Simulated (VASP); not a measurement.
# KCdF3 (P4/mmm) in VASP: a series of runs

Runs on KCdF3. Level: LDA. Tasks: single point.

Everything below comes from runs of VASP 6.6.1. Logs are shortened: lines on timing, memory, paths and dates and some standing lists are left out, and cuts for length are marked.

## Step 1: The cell of the first run

It takes space group P4/mmm (No. 123, tetragonal). Conventional cell: a = 4.207 Å, b = 4.207 Å, c = 4.382 Å, α = 90.00°, β = 90.00°, γ = 90.00°. Within 3.9 Å of K (site symmetry 4/mmm) lie 12 F at 2.97 to 3.04 Å and 8 Cd at 3.69 Å. Cd (site symmetry 4/mmm) has 6 F at 2.10 to 2.19 Å within 2.8 Å. F (site symmetry mmm) has 2 Cd at 2.10 Å within 2.8 Å. F (site symmetry 4/mmm) has 2 Cd at 2.19 Å and 4 K at 2.97 Å and 8 F at 3.04 Å within 3.1 Å.

## Step 2: Single point, LDA (strain -0.0400 x Voigt [1, 1, 0, 0, 0, 0])

The input, INCAR:

```
ALGO = Normal ; EDIFF = 1E-7
ENCUT = 520 ; GGA = CA
ISIF = 2 ; ISMEAR = 0
LASPH = True ; LCHARG = True
LELF = True ; LREAL = False
LVHAR = True ; LWAVE = False
NBANDS = 29 ; NELM = 100
PREC = Accurate ; SIGMA = 0.05
```

The input, KPOINTS:

```
k-points
0
Gamma
  6 6 6
```

The input, POSCAR:

```
KCdF3
1.0
    4.2068054592      0.0000000000      0.0000000000
    0.0000000000      4.2068054592      0.0000000000
    0.0000000000      0.0000000000      4.3820890200
K Cd F
1 1 3
Direct
    0.0000000000      0.0000000000      0.0000000000
    0.5000000000      0.5000000000      0.5000000000
    0.0000000000      0.5000000000      0.5000000000
    0.5000000000      0.0000000000      0.5000000000
    0.5000000000      0.5000000000      0.0000000000
```

Potentials or basis: VASP PAW LDA potentials, release 64 (K_sv, Cd, F).

Started as:

```sh
cat potpaw_LDA.64/K_sv/POTCAR potpaw_LDA.64/Cd/POTCAR potpaw_LDA.64/F/POTCAR > POTCAR
mpirun -np 1 vasp_std > vasp.out
```

OUTCAR:

```text
EDIFF = 1E-7
   ENCUT = 520
   GGA = CA
   ISIF = 2
   ISMEAR = 0
   LASPH = True
   LREAL = False
   NELM = 100
   PREC = Accurate

 ion  position               nearest neighbor table
   1  0.000  0.000  0.000-   2 3.69   2 3.69   2 3.69   2 3.69   2 3.69   2 3.69   2 3.69   2 3.69

   2  0.500  0.500  0.500-   3 2.10   4 2.10   4 2.10   3 2.10   5 2.19   5 2.19   1 3.69   1 3.69
                             1 3.69   1 3.69   1 3.69   1 3.69   1 3.69   1 3.69
   3  0.000  0.500  0.500-   2 2.10   2 2.10
   4  0.500  0.000  0.500-   2 2.10   2 2.10
   5  0.500  0.500  0.000-   2 2.19   2 2.19

  LATTYP: Found a simple tetragonal cell.
 ALAT       =     4.2068054592
 C/A-ratio  =     1.0416666667

  Lattice vectors:

 A1 = (   4.2068054592,   0.0000000000,   0.0000000000)
 A2 = (   0.0000000000,   4.2068054592,   0.0000000000)
 A3 = (   0.0000000000,   0.0000000000,   4.3820890200)

Analysis of symmetry for initial positions (statically):
=====================================================================
 Subroutine PRICEL returns:
 Original cell was already a primitive cell.

 Routine SETGRP: Setting up the symmetry group for a
 simple tetragonal supercell.

 Subroutine GETGRP returns: Found 16 space group operations
 (whereof 16 operations were pure point group operations)
 out of a pool of 16 trial point group operations.

The static configuration has the point symmetry D_4h.

Analysis of symmetry for dynamics (positions and initial velocities):
=====================================================================
 Subroutine PRICEL returns:
 Original cell was already a primitive cell.

 Routine SETGRP: Setting up the symmetry group for a
 simple tetragonal supercell.

 Subroutine GETGRP returns: Found 16 space group operations
 (whereof 16 operations were pure point group operations)
 out of a pool of 16 trial point group operations.

The dynamic configuration has the point symmetry D_4h.

 Subroutine INISYM returns: Found 16 space group operations
 (whereof 16 operations are pure point group operations),
 and found     1 'primitive' translations

----------------------------------------------------------------------------------------

                                     Primitive cell

  volume of cell :      77.5508

  direct lattice vectors                    reciprocal lattice vectors
     4.206805459  0.000000000  0.000000000     0.237710065  0.000000000  0.000000000
     0.000000000  4.206805459  0.000000000     0.000000000  0.237710065  0.000000000
     0.000000000  0.000000000  4.382089020     0.000000000  0.000000000  0.228201663

  length of vectors
     4.206805459  4.206805459  4.382089020     0.237710065  0.237710065  0.228201663

  position of ions in fractional coordinates (direct lattice)
     0.000000000  0.000000000  0.000000000
     0.500000000  0.500000000  0.500000000
     0.000000000  0.500000000  0.500000000
     0.500000000  0.000000000  0.500000000
     0.500000000  0.500000000  0.000000000

  ion indices of the primitive-cell ions
   primitive index   ion index
                 1           1
                 2           2
                 3           3
                 4           4
                 5           5

----------------------------------------------------------------------------------------

 KPOINTS: k-points

Automatic generation of k-mesh.
 Grid dimensions read from file:
 generate k-points for:    6    6    6

 Generating k-lattice:

  Cartesian coordinates                     Fractional coordinates (reciprocal lattice)
     0.039618344  0.000000000  0.000000000     0.166666667  0.000000000  0.000000000
     0.000000000  0.039618344  0.000000000     0.000000000  0.166666667  0.000000000
     0.000000000  0.000000000  0.038033610     0.000000000  0.000000000  0.166666667

  Length of vectors
     0.039618344  0.039618344  0.038033610

  Shift w.r.t. Gamma in fractional coordinates (k-lattice)
     0.000000000  0.000000000  0.000000000

 Subroutine IBZKPT returns following result:
 ===========================================

 Found     40 irreducible k-points:

 Following reciprocal coordinates:
            Coordinates               Weight
  0.000000  0.000000  0.000000      1.000000
  0.166667  0.000000  0.000000      4.000000
  0.333333  0.000000  0.000000      4.000000
  0.500000  0.000000  0.000000      2.000000
  0.166667  0.166667  0.000000      4.000000
  0.333333  0.166667  0.000000      8.000000
[... 16 lines left out ...]
  0.333333  0.000000  0.333333      8.000000
  0.500000  0.000000  0.333333      4.000000
 [... further k-points ...]
   k-points           NKPTS =     40   k-points in BZ     NKDIM =     40   number of bands    NBANDS=     29
   number of dos      NEDOS =    301   number of ions     NIONS =      5
   total plane-waves  NPLWV =  36864
   dimension x,y,z NGX =    32 NGY =   32 NGZ =   36
   dimension x,y,z NGXF=    64 NGYF=   64 NGZF=   72
   ions per type =               1   1   3
   NGX,Y,Z   is equivalent  to a cutoff of  12.65, 12.65, 13.66 a.u.
   NGXF,Y,Z  is equivalent  to a cutoff of  25.29, 25.29, 27.32 a.u.
 SYSTEM =  unknown system
   PREC   = accura    normal or accurate (medium, high low for compatibility)
   ISTART =      0    job   : 0-new  1-cont  2-samecut
   ICHARG =      2    charge: 1-file 2-atom 10-const
   ISPIN  =      1    spin polarized calculation?
   LNONCOLLINEAR =      F non collinear calculations
   LSORBIT =      F    spin-orbit coupling
   LASPH  =      T    aspherical Exc in radial PAW
   ENCUT  =  520.0 eV  38.22 Ry    6.18 a.u.   7.82  7.82  8.15*2*pi/ulx,y,z
   NELM   =    100;   NELMIN=  2; NELMDL= -5     # of ELM steps
   EDIFF  = 0.1E-06   stopping-criterion for ELM
   LREAL  =      F    real-space projection
   EDIFFG = 0.1E-05   stopping-criterion for IOM
   NSW    =      0    number of steps for IOM
   IBRION =     -1    ionic relax: 0-MD 1-quasi-New 2-CG
   NFREE  =      0    steps in history (QN), initial steepest desc. (CG)
   ISIF   =      2    stress and relaxation
   ISYM   =      2    0-nonsym 1-usesym 2-fastsym
   POTIM  = 0.5000    time-step for ionic-motion
   TEBEG  =    0.0;   TEEND  =   0.0 temperature during run
   PSTRESS=    0.0 pullay stress
   NELECT =      42.0000    total number of electrons
   NUPDOWN=      -1.0000    fix difference up-down
   EMIN   =  10.00;   EMAX   =-10.00  energy-range for DOS
   EFERMI =   0.00;   METHOD = LEGACY
   ISMEAR =     0;   SIGMA  =   0.05  broadening in eV -4-tet -1-fermi 0-gaus
   EFERMI_NEDOS =   21; number of points for ismear=-14 and -15
   IALGO  =     38    algorithm
   IMIX   =      4    mixing-type and parameters
     AMIX     =   0.40;   BMIX     =  1.00
     AMIX_MAG =   1.60;   BMIX_MAG =  1.00
  volume/ion in A,a.u.               =      15.51       104.67
  Fermi-wavevector in a.u.,A,eV,Ry     =   1.334430  2.521708 24.227954  1.780704
  Thomas-Fermi vector in A             =   2.463212
   LORBIT       =      0    0 simple, 1 ext, 2 COOP (PROOUT), +10 PAW based schemes
   GGA     = CA    functional components
   LHFCALC =     F    Hartree Fock is set to
   AEXX    =    0.0000 exact exchange contribution
   IVDW    =     0    specifies the selected vdW correction
   LEPSILON=     F    determine dielectric tensor
   LRPA    =     F    only Hartree local field effects (RPA)
 non-spin polarized calculation
 Gauss-broadening in eV      SIGMA  =   0.05
  energy-cutoff  :      520.00
  volume of cell :       77.55
 maximum number of plane-waves:      2120
 NGX is ok and might be reduce to    32
   NGX = 15   NGY = 15   NGZ = 17

 number of electron      41.9999976 magnetization

 Free energy of the ion-electron system (eV)
  ---------------------------------------------------
  ext. energy  EPLUGINS =         0.00000000
  ---------------------------------------------------
  free energy    TOTEN  =       -21.61546203 eV

  energy without entropy =      -21.61546203  energy(sigma->0) =      -21.61546203

 E-fermi :  -0.4868     XC(G=0): -10.1138

 val. band max:       -0.8226550695   @ k =   0.5000   0.5000   0.5000
 cond. band min:       1.8239194447   @ k =   0.0000   0.0000   0.0000
 fundamental gap:      2.6465745142
 Fermi energy:        -0.4868310355

 k-point     1 :       0.0000    0.0000    0.0000
  band No.  band energies     occupation
      1     -28.5086      2.00000
      2     -22.3759      2.00000
      3     -22.0402      2.00000
      4     -21.7364      2.00000
      5     -12.2380      2.00000
      6     -12.2099      2.00000
[... 21 lines left out ...]
     28       9.0729      0.00000
     29      10.7542      0.00000

 k-point     2 :       0.1667    0.0000    0.0000
  band No.  band energies     occupation
      1     -28.5058      2.00000
      2     -22.3402      2.00000
      3     -22.0406      2.00000
      4     -21.7405      2.00000
      5     -12.2319      2.00000
      6     -12.2170      2.00000
[... 21 lines left out ...]
     28       9.0085      0.00000
     29      11.0551      0.00000

 k-point     3 :       0.3333    0.0000    0.0000
  band No.  band energies     occupation
      1     -28.5001      2.00000
      2     -22.2681      2.00000
      3     -22.0395      2.00000
      4     -21.7500      2.00000
      5     -12.2310      2.00000
      6     -12.2195      2.00000
[... 21 lines left out ...]
     28       9.0101      0.00000
     29      11.2069      0.00000

 k-point     4 :       0.5000    0.0000    0.0000
  band No.  band energies     occupation
      1     -28.4973      2.00000
      2     -22.2320      2.00000
      3     -22.0377      2.00000
      4     -21.7555      2.00000
      5     -12.2379      2.00000
      6     -12.2133      2.00000
[... 597 lines left out ...]
     28       9.1714      0.00000
     29      10.4065      0.00000

 k-point    23 :       0.3333    0.0000    0.3333
  band No.  band energies     occupation
      1     -28.4953      2.00000
      2     -22.2374      2.00000
      3     -22.0400      2.00000
      4     -21.7156      2.00000
      5     -12.2572      2.00000
      6     -12.2381      2.00000
[... 21 lines left out ...]
     28       9.1878      0.00000
     29      10.0900      0.00000

 k-point    24 :       0.5000    0.0000    0.3333
  band No.  band energies     occupation
      1     -28.4928      2.00000
      2     -22.1958      2.00000
      3     -22.0425      2.00000
      4     -21.7183      2.00000
      5     -12.2632      2.00000
      6     -12.2526      2.00000
[... 21 lines left out ...]
     28       9.8692      0.00000
     29      10.0883      0.00000

 [... further k-points ...]
[... 5 lines left out ...]
  --------------------------------------------------------------------------------------
  -------------------------------------------------------------------------------------
  Total        2.4819786      2.4819786      0.0299000      0.0000000     -0.0000000      0.0000000
  in kB       51.2769937     51.2769937      0.6177263      0.0000000     -0.0000000      0.0000000
  external PRESSURE =      34.3905713 kB  Pullay stress =       0.0000000 kB

 VOLUME and BASIS-vectors are now :
 -----------------------------------------------------------------------------
  energy-cutoff  :      520.00
  volume of cell :       77.55
      direct lattice vectors                 reciprocal lattice vectors
     4.206805459  0.000000000  0.000000000     0.237710065  0.000000000  0.000000000
     0.000000000  4.206805459  0.000000000     0.000000000  0.237710065  0.000000000
     0.000000000  0.000000000  4.382089020     0.000000000  0.000000000  0.228201663

 POSITION                                       TOTAL-FORCE (eV/Angst)
 -----------------------------------------------------------------------------------
      0.00000      0.00000      0.00000         0.000000      0.000000      0.000000
      2.10340      2.10340      2.19104         0.000000      0.000000      0.000000
      0.00000      2.10340      2.19104         0.000000      0.000000      0.000000
      2.10340      0.00000      2.19104         0.000000      0.000000      0.000000
      2.10340      2.10340      0.00000         0.000000      0.000000      0.000000
 -----------------------------------------------------------------------------------
    total drift:                                0.000000     -0.000000     -0.000000

  FREE ENERGIE OF THE ION-ELECTRON SYSTEM (eV)
  ---------------------------------------------------
  free  energy   TOTEN  =       -21.6154620310 eV

  energy  without entropy=      -21.6154620310  energy(sigma->0) =      -21.61546203
```

Wall time 1.8 min (1 thread of Intel Xeon 8259CL, shared host); peak memory 0.22 GiB.

Results:

```
Free energy            : -21.6155 eV
Pressure               : 3.4 GPa
Band gap on the k mesh : 2.65 eV (least direct gap 5.07 eV)
```

Caveat: the cell differs from its parent crystal (strain -0.0400 x Voigt [1, 1, 0, 0, 0, 0]); the stress differs along the axes, from 0 to 5 GPa.

## Step 3: Single point, LDA (strain -0.0300 x Voigt [1, 1, 0, 0, 0, 0])

The input, INCAR:

```
SYSTEM = KCdF3
PREC     = Accurate       ! precision mode
ENCUT    = 520            ! plane-wave cutoff, eV
EDIFF    = 1E-7           ! SCF threshold, eV
ISMEAR   = 0              ! smearing method
SIGMA    = 0.05           ! smearing width, eV
LREAL    = .FALSE.        ! projectors in reciprocal space
LASPH    = .TRUE.         ! aspherical terms in the spheres
NELM     = 100            ! most SCF steps
ALGO     = Normal         ! electronic algorithm
ISIF     = 2              ! what is computed and relaxed
LWAVE    = .FALSE.        ! write WAVECAR
LCHARG   = .FALSE.        ! write CHGCAR
NBANDS   = 29             ! bands
```

The input, KPOINTS:

```
regular mesh
0
G
  6 6 6
  0 0 0
```

Changes to POSCAR since step 2:

```diff
@@ -2,4 +2,4 @@
 1.0
-    4.2068054592      0.0000000000      0.0000000000
-    0.0000000000      4.2068054592      0.0000000000
+    4.2506263494      0.0000000000      0.0000000000
+    0.0000000000      4.2506263494      0.0000000000
     0.0000000000      0.0000000000      4.3820890200
```

Potentials or basis: VASP PAW LDA potentials, release 64 (K_sv, Cd, F).

Started as:

```sh
cat potpaw_LDA.64/K_sv/POTCAR potpaw_LDA.64/Cd/POTCAR potpaw_LDA.64/F/POTCAR > POTCAR
mpirun -np 1 vasp_std > vasp.out
```

Wall time 1.8 min (1 thread of Intel Xeon 8259CL, shared host); peak memory 0.22 GiB.

It converged, with:

```yaml
Free_energy: -21.6575 eV
Pressure: 1.5 GPa
Band_gap_on_the_k_mesh: 2.70 eV (least direct gap 4.94 eV)
```

Stress tensor (GPa, compression positive):
```
 2.70  0.00  0.00
 0.00  2.70  0.00
 0.00  0.00 -0.77
```

Levels at points of the mesh, in eV from the valence-band top:
```csv
k point,band 19,band 20,band 21,band 22,band 23,band 24
"(0.00, 0.00, 0.00)",-2.30,-2.25,-2.25,2.70,7.54,7.63
"(0.50, 0.00, 0.00)",-2.11,-2.10,-1.96,5.53,6.52,8.44
"(0.50, 0.50, 0.00)",-2.18,-1.96,0.00,6.88,8.39,8.39
"(0.00, 0.00, 0.50)",-2.04,-2.04,-1.98,5.31,6.39,8.28
"(0.50, 0.00, 0.50)",-2.11,-1.92,-0.17,6.75,8.23,8.32
"(0.50, 0.50, 0.50)",-1.91,-0.23,0.00,7.18,7.22,7.22
```

Caveat: the cell differs from its parent crystal (strain -0.0300 x Voigt [1, 1, 0, 0, 0, 0]). A k mesh can miss the band edges.

## Step 4: Single point, LDA (strain -0.0200 x Voigt [1, 1, 0, 0, 0, 0])

The input, INCAR:

```
PREC     = Accurate       # precision mode
ENCUT    = 520            # plane-wave cutoff, eV
EDIFF    = 1E-7           # SCF threshold, eV
ISMEAR   = 0              # smearing method
SIGMA    = 0.05           # smearing width, eV
LREAL    = False          # projectors in reciprocal space
LASPH    = True           # aspherical terms in the spheres
NELM     = 80             # most SCF steps
ALGO     = Normal         # electronic algorithm
ISIF     = 2              # what is computed and relaxed
LWAVE    = False          # write WAVECAR
LCHARG   = False          # write CHGCAR
GGA      = CA             # functional
NBANDS   = 29             # bands
```

The input, KPOINTS:

```
Automatic mesh
0
Gamma
  6 6 6
```

Changes to POSCAR since step 3:

```diff
@@ -2,4 +2,4 @@
 1.0
-    4.2506263494      0.0000000000      0.0000000000
-    0.0000000000      4.2506263494      0.0000000000
+    4.2944472396      0.0000000000      0.0000000000
+    0.0000000000      4.2944472396      0.0000000000
     0.0000000000      0.0000000000      4.3820890200
```

Started as:

```sh
cat potpaw_LDA.64/K_sv/POTCAR potpaw_LDA.64/Cd/POTCAR potpaw_LDA.64/F/POTCAR > POTCAR
mpirun -np 1 vasp_std > vasp.out
```

Wall time 95 s (1 thread of Intel Xeon 8259CL, shared host); peak memory 0.22 GiB.

Results (log left out):

* Free energy: -21.6766 eV
* Pressure: -0.1 GPa
* Band gap on the k mesh: 2.74 eV (least direct gap 4.83 eV)

Stress tensor (GPa, compression positive):
```
 0.58  0.00  0.00
 0.00  0.58  0.00
 0.00  0.00 -1.53
```

Levels at points of the mesh, in eV from the valence-band top:
| k point | band 18 | band 19 | band 20 | band 21 | band 22 | band 23 | band 24 | band 25 |
| --- | --- | --- | --- | --- | --- | --- | --- | --- |
| (0.00, 0.00, 0.00) | -2.20 | -2.12 | -2.09 | -2.09 | 2.74 | 7.70 | 7.76 | 8.34 |
| (0.50, 0.00, 0.00) | -2.16 | -1.95 | -1.94 | -1.89 | 5.49 | 6.57 | 8.55 | 9.57 |
| (0.50, 0.50, 0.00) | -2.01 | -2.01 | -1.77 | 0.00 | 6.85 | 8.39 | 8.39 | 8.54 |
| (0.00, 0.00, 0.50) | -2.24 | -1.90 | -1.89 | -1.89 | 5.35 | 6.49 | 8.45 | 9.69 |
| (0.50, 0.00, 0.50) | -1.99 | -1.96 | -1.75 | -0.11 | 6.76 | 8.28 | 8.34 | 8.47 |
| (0.50, 0.50, 0.50) | -1.73 | -1.73 | -0.14 | 0.00 | 7.29 | 7.32 | 7.32 | 8.84 |

Caveat: the cell differs from its parent crystal (strain -0.0200 x Voigt [1, 1, 0, 0, 0, 0]). A k mesh can miss the band edges.

## Step 5: The runs side by side

```csv
cell,gap on the mesh (eV),pressure (GPa)
"a = 4.207, b = 4.207, c = 4.382 Å, 5 atoms",2.65,3.4
"a = 4.251, b = 4.251, c = 4.382 Å, 5 atoms",2.70,1.5
"a = 4.294, b = 4.294, c = 4.382 Å, 5 atoms",2.74,-0.1
```

Alike in all rows: task single point; level LDA; potentials or basis VASP PAW LDA potentials, release 64 (K_sv, Cd, F); no spin polarisation; k mesh 6 × 6 × 6; cutoff (eV) 520; smearing gaussian 0.05 eV.

Caveats: the stress differs along the axes, from 0 to 5 GPa (at least some runs).

Absolute energies hang on the potentials; compare differences alone.
